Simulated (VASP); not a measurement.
# Sr (I4/mmm) in VASP: notebook, part 3 of 3

VASP 6.6.1. Earlier steps stand in the parts before.

### Step 5. Single point, PBEsol (strain +0.025 along x and y, +0.000 along z)

INCAR reads:

```
PREC = Accurate ; ENCUT = 520
EDIFF = 1E-7 ; ISMEAR = 0
SIGMA = 0.03 ; LREAL = False
LASPH = True ; NELM = 60
ALGO = Fast ; ISIF = 2
LWAVE = False ; LCHARG = False
GGA = PS ; NBANDS = 11
```

KPOINTS reads:

```
Automatic mesh
0
Gamma
  10 10 10
```

POSCAR reads:

```
Sr
1.0
    0.0000000000      3.1184087500      3.0423500000
    3.1184087500      0.0000000000      3.0423500000
    3.1184087500      3.1184087500      0.0000000000
Sr
1
Direct
    0.0000000000      0.0000000000      0.0000000000
```

Potentials or basis: VASP PAW PBE potentials, release 64 (Sr_sv).

Launch:

```sh
$ cat potpaw_PBE.64/Sr_sv/POTCAR > POTCAR
$ mpirun -np 1 vasp_std > vasp.out
```

OUTCAR:

```text
PREC = Accurate
   ENCUT = 520
   EDIFF = 1E-7
   ISMEAR = 0
   LREAL = False
   LASPH = True
   NELM = 60
   ISIF = 2
   GGA = PS

 ion  position               nearest neighbor table
   1  0.000  0.000  0.000-

  LATTYP: Found a body centered tetragonal cell.
 ALAT       =     4.4100959473
 C/A-ratio  =     1.3797205487

  Lattice vectors:

 A1 = (   0.0000000000,  -3.1184087500,  -3.0423500000)
 A2 = (   0.0000000000,   3.1184087500,  -3.0423500000)
[... 516 lines left out ...]
     11       7.1873      0.00000

 [... further k-points ...]

------------------------ aborting loop because EDIFF is reached ----------------------------------------

  FORCE on cell =-STRESS in cart. coord.  units (eV):
  Direction    XX          YY          ZZ          XY          YZ          ZX
  --------------------------------------------------------------------------------------
  -------------------------------------------------------------------------------------
  Total       -0.4754273     -0.4754273     -0.4617590      0.0000000     -0.0000000     -0.0000000
  in kB      -12.8732857    -12.8732857    -12.5031865      0.0000000     -0.0000000     -0.0000000
  external PRESSURE =     -12.7499193 kB  Pullay stress =       0.0000000 kB

 VOLUME and BASIS-vectors are now :
 -----------------------------------------------------------------------------
  energy-cutoff  :      520.00
  volume of cell :       59.17
      direct lattice vectors                 reciprocal lattice vectors
     0.000000000  3.118408750  3.042350000    -0.160338185  0.160338185  0.164346640
     3.118408750  0.000000000  3.042350000     0.160338185 -0.160338185  0.164346640
     3.118408750  3.118408750  0.000000000     0.160338185  0.160338185 -0.164346640

 POSITION                                       TOTAL-FORCE (eV/Angst)
 -----------------------------------------------------------------------------------
      0.00000      0.00000      0.00000         0.000000     -0.000000      0.000000
 -----------------------------------------------------------------------------------
    total drift:                                0.000000      0.000000      0.000000

  FREE ENERGIE OF THE ION-ELECTRON SYSTEM (eV)
  ---------------------------------------------------
  free  energy   TOTEN  =        -1.8057188638 eV

  energy  without entropy=       -1.8045069678  energy(sigma->0) =       -1.80511292
```

OSZICAR:

```text
N       E                     dE             d eps       ncg     rms          rms(c)
DAV:   1     0.354405045828E+02    0.35441E+02   -0.47356E+03  2244   0.780E+02
DAV:   2    -0.678226201679E-01   -0.35508E+02   -0.34862E+02  2622   0.147E+02
DAV:   3    -0.172953734492E+01   -0.16617E+01   -0.16351E+01  3449   0.236E+01
DAV:   4    -0.180406099208E+01   -0.74524E-01   -0.74352E-01  2942   0.457E+00
DAV:   5    -0.180636118326E+01   -0.23002E-02   -0.23001E-02  3162   0.595E-01    0.111E+01
RMM:   6    -0.180592468119E+01    0.43650E-03   -0.59905E-03  2395   0.913E-01    0.627E+00
RMM:   7    -0.180550468608E+01    0.42000E-03   -0.12117E-02  2556   0.132E+00    0.264E-01
RMM:   8    -0.180561311076E+01   -0.10842E-03   -0.28382E-03  3051   0.367E-01    0.652E-02
RMM:   9    -0.180569476752E+01   -0.81657E-04   -0.58575E-04  3595   0.106E-01    0.549E-02
RMM:  10    -0.180571711118E+01   -0.22344E-04   -0.95278E-05  3318   0.620E-02    0.804E-02
RMM:  11    -0.180571742481E+01   -0.31363E-06   -0.50527E-05  3464   0.385E-02    0.720E-03
RMM:  12    -0.180571832649E+01   -0.90168E-06   -0.74088E-06  3748   0.113E-02    0.718E-03
RMM:  13    -0.180571860715E+01   -0.28066E-06   -0.14909E-06  3355   0.591E-03    0.114E-03
RMM:  14    -0.180571876506E+01   -0.15792E-06   -0.51245E-07  2810   0.287E-03    0.940E-04
RMM:  15    -0.180571886382E+01   -0.98755E-07   -0.23035E-07  2483   0.185E-03
   1 F= -.18057189E+01 E0= -.18051129E+01  d E =-.121190E-02
```

stdout:

```text
POSCAR found type information on POSCAR Sr
 POSCAR found :  1 types and       1 ions
 scaLAPACK will be used
 -----------------------------------------------------------------------------
|                                                                             |
|                                                                             |
|     You enforced a specific xc type in the INCAR file but a different       |
|     I HOPE YOU KNOW WHAT YOU ARE DOING!                                     |
|                                                                             |
 -----------------------------------------------------------------------------

 LDA part: xc-table for (Slater+PW92), standard interpolation
 POSCAR, INCAR and KPOINTS ok, starting setup
 FFT: planning ... GRIDC
 FFT: planning ... GRID_SOFT
 FFT: planning ... GRID
 WAVECAR not read
 entering main loop
WARNING in EDDRMM: call to ZHEGV failed, returncode =   8  4      9
WARNING in EDDRMM: call to ZHEGV failed, returncode =   6  3      5
WARNING in EDDRMM: call to ZHEGV failed, returncode =   6  3      5
WARNING in EDDRMM: call to ZHEGV failed, returncode =   6  3      5
WARNING in EDDRMM: call to ZHEGV failed, returncode =   8  4      9
WARNING in EDDRMM: call to ZHEGV failed, returncode =   6  3      5
```

Run time: 26 s. Hardware: 1 thread of Intel Xeon 6975P-C (Granite Rapids), shared host; peak memory 0.22 GiB.

Results:

| Property | Result |
| --- | --- |
| Free energy | -1.8057 eV |
| Pressure | -1.3 GPa |
| Band gap on the k mesh | zero (bands 5 and 6 overlap by 0.09 eV) |

Levels at points of the mesh, in eV from the Fermi level:
| k point | band 3 | band 4 | band 5 | band 6 | band 7 | band 8 |
| --- | --- | --- | --- | --- | --- | --- |
| (0.00, 0.00, 0.00) | -18.62 | -18.62 | -3.56 | 2.20 | 2.20 | 2.32 |
| (0.50, 0.00, 0.00) | -18.64 | -18.64 | -1.12 | -0.02 | 2.02 | 2.17 |
| (0.50, 0.50, 0.00) | -18.68 | -18.68 | -0.54 | 0.34 | 1.02 | 4.56 |
| (0.50, 0.00, 0.50) | -18.67 | -18.67 | -0.61 | 0.39 | 0.82 | 4.55 |

Caveat: the cell differs from its parent crystal (strain +0.025 along x and y, +0.000 along z); the PAW data sets were made with another functional, which shifts forces and pressure a little.

### Step 6. Single point, PBEsol (strain +0.025 along x and y, +0.050 along z)

INCAR reads:

```
SYSTEM = Sr
ALGO     = Fast           ! electronic algorithm
EDIFF    = 1E-6           ! SCF threshold, eV
ENCUT    = 520            ! plane-wave cutoff, eV
GGA      = PS             ! functional
ISIF     = 2              ! what is computed and relaxed
ISMEAR   = 0              ! smearing method
LASPH    = .True.         ! aspherical terms in the spheres
LCHARG   = .True.         ! write CHGCAR
LELF     = .True.         ! ELF
LREAL    = .False.        ! projectors in reciprocal space
LVHAR    = .True.       
LWAVE    = .False.        ! write WAVECAR
NBANDS   = 11             ! bands
NELM     = 60             ! most SCF steps
PREC     = Accurate       ! precision mode
SIGMA    = 0.03           ! smearing width, eV
```

KPOINTS reads:

```
k-points
0
Gamma
  10 10 10
  0 0 0
```

POSCAR reads:

```
Sr
1.0
    0.0000000000      3.1184087500      3.1944675000
    3.1184087500      0.0000000000      3.1944675000
    3.1184087500      3.1184087500      0.0000000000
Sr
1
Direct
    0.0000000000      0.0000000000      0.0000000000
```

Potentials or basis: VASP PAW PBE potentials, release 64 (Sr_sv).

Launch:

```sh
$ cat potpaw_PBE.64/Sr_sv/POTCAR > POTCAR
$ mpirun -np 1 vasp_std > vasp.out
```

Wall time 27 s (1 thread of Intel Xeon 6975P-C (Granite Rapids), shared host); peak memory 0.24 GiB.

Results (log left out):

```yaml
Free_energy: -1.7791 eV
Pressure: -1.6 GPa
Band_gap_on_the_k_mesh: zero (bands 5 and 6 overlap by 0.12 eV)
```

Levels at points of the mesh, in eV from the Fermi level:
```
           k point  band 1  band 2  band 3  band 4  band 5  band 6  band 7  band 8  band 9  band 10
(0.00, 0.00, 0.00)  -36.80  -18.72  -18.72  -18.72   -3.48    2.11    2.23    2.23    3.38     3.56
(0.50, 0.00, 0.00)  -36.80  -18.85  -18.74  -18.73   -1.09   -0.06    1.98    2.13    4.34     4.41
(0.50, 0.50, 0.00)  -36.79  -18.84  -18.76  -18.76   -0.59    0.44    0.69    4.40    4.64     4.67
(0.50, 0.00, 0.50)  -36.79  -18.84  -18.77  -18.76   -0.51    0.40    0.87    4.36    4.64     4.67
```

Caveat: the cell differs from its parent crystal (strain +0.025 along x and y, +0.050 along z); the PAW data sets were made with another functional, which shifts forces and pressure a little.

### Step 7. Single point, PBEsol (strain +0.050 along x and y, +0.025 along z)

INCAR reads:

```
SYSTEM = Sr
ALGO = Normal ; EDIFF = 1E-7
ENCUT = 520 ; GGA = PS
ISIF = 2 ; ISMEAR = 0
LASPH = .TRUE. ; LCHARG = .FALSE.
LREAL = .FALSE. ; LWAVE = .FALSE.
NBANDS = 11 ; NELM = 100
PREC = Accurate ; SIGMA = 0.03
```

KPOINTS reads:

```
k-points
0
G
  10 10 10
  0 0 0
```

POSCAR reads:

```
Sr
1.0
    0.0000000000      3.1944675000      3.1184087500
    3.1944675000      0.0000000000      3.1184087500
    3.1944675000      3.1944675000      0.0000000000
Sr
1
Direct
    0.0000000000      0.0000000000      0.0000000000
```

Launch:

```sh
$ cat potpaw_PBE.64/Sr_sv/POTCAR > POTCAR
$ mpirun -np 1 vasp_std > vasp.out
```

Run time: 23 s. Hardware: 1 thread of Intel Xeon 6975P-C (Granite Rapids), shared host; peak memory 0.24 GiB.

Results (log left out):

```
Free energy            : -1.7633 eV
Pressure               : -1.7 GPa
Band gap on the k mesh : zero (bands 5 and 6 overlap by 0.16 eV)
```

Levels at points of the mesh, in eV from the Fermi level:
| k point | band 2 | band 3 | band 4 | band 5 | band 6 | band 7 | band 8 | band 9 |
| --- | --- | --- | --- | --- | --- | --- | --- | --- |
| (0.00, 0.00, 0.00) | -18.77 | -18.77 | -18.77 | -3.44 | 2.13 | 2.13 | 2.24 | 3.33 |
| (0.50, 0.00, 0.00) | -18.88 | -18.79 | -18.78 | -1.08 | -0.07 | 1.97 | 2.11 | 4.26 |
| (0.50, 0.50, 0.00) | -18.88 | -18.81 | -18.81 | -0.46 | 0.40 | 0.90 | 4.30 | 4.53 |
| (0.50, 0.00, 0.50) | -18.88 | -18.81 | -18.81 | -0.54 | 0.45 | 0.72 | 4.28 | 4.49 |

Caveat: the cell differs from its parent crystal (strain +0.050 along x and y, +0.025 along z); the PAW data sets were made with another functional, which shifts forces and pressure a little.

### Step 8. Overview

| cell | gap on the mesh (eV) | pressure (GPa) |
| --- | --- | --- |
| a = 4.304, b = 4.304, c = 4.195 Å, angles 60.8, 60.8, 58.3°, 1 atom | none | -0.7 |
| a = 4.357, b = 4.357, c = 4.303 Å, angles 60.4, 60.4, 59.2°, 1 atom | none | -1.1 |
| a = 4.411, b = 4.411, c = 4.303 Å, angles 60.8, 60.8, 58.4°, 1 atom | none | -1.3 |
| a = 4.357, b = 4.357, c = 4.410 Å, angles 59.6, 59.6, 60.8°, 1 atom | none | -1.3 |
| a = 4.464, b = 4.464, c = 4.410 Å, angles 60.4, 60.4, 59.2°, 1 atom | none | -1.6 |
| a = 4.464, b = 4.464, c = 4.518 Å, angles 59.6, 59.6, 60.8°, 1 atom | none | -1.7 |

Alike in all rows: task single point; level PBEsol; potentials or basis VASP PAW PBE potentials, release 64 (Sr_sv); no spin polarisation; k mesh 10 × 10 × 10; cutoff (eV) 520; smearing gaussian 0.03 eV.

Caveats: the PAW data sets were made with another functional, which shifts forces and pressure a little.

Absolute energies hang on the potentials; compare differences alone.
